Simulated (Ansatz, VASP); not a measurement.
# CsHf: VASP beside Ansatz

```xyz
2
Lattice="4.2271 0.0000 0.0000 0.0000 4.2271 0.0000 0.0000 0.0000 4.2271" Properties=species:S:1:pos:R:3 pbc="T T T"
Cs    2.1135    2.1135    2.1135
Hf    0.0000    0.0000    0.0000
```

Change from the starting cell: species swapped into the GdCu type (Pm-3m, No. 221).

Alike in both runs: task relaxation of cell and atoms; functional PBE; k mesh 14 × 14 × 14; occupations gaussian, width 0.1 eV; no spin polarisation.

```csv
,VASP,Ansatz
version,VASP 6.6.1,Ansatz 0.2.0
potentials or method,"VASP PAW PBE potentials, release 64 (Cs_sv, Hf_pv), cutoff 600 eV","scalar-relativistic, plane waves, PAW"
valence electrons in the cell,19,35
```

|  | VASP | Ansatz | Ansatz less VASP |
| --- | --- | --- | --- |
| gap on the k mesh at the Fermi level, each at its own relaxed structure (eV) | none | none | - |
| relaxed volume (Å³/atom) | 36.21 | 35.99 | -0.217 |
| relaxed cell length with the largest relative difference (Å) | 4.168 | 4.160 | -0.0083 |

A gap of «none» marks a metal or a gap that the smearing closes. VASP's potentials hold 19 valence electrons a cell and Ansatz's 35, so a difference there can come from the potentials and not from the codes.

Spin-orbit coupling is off throughout.
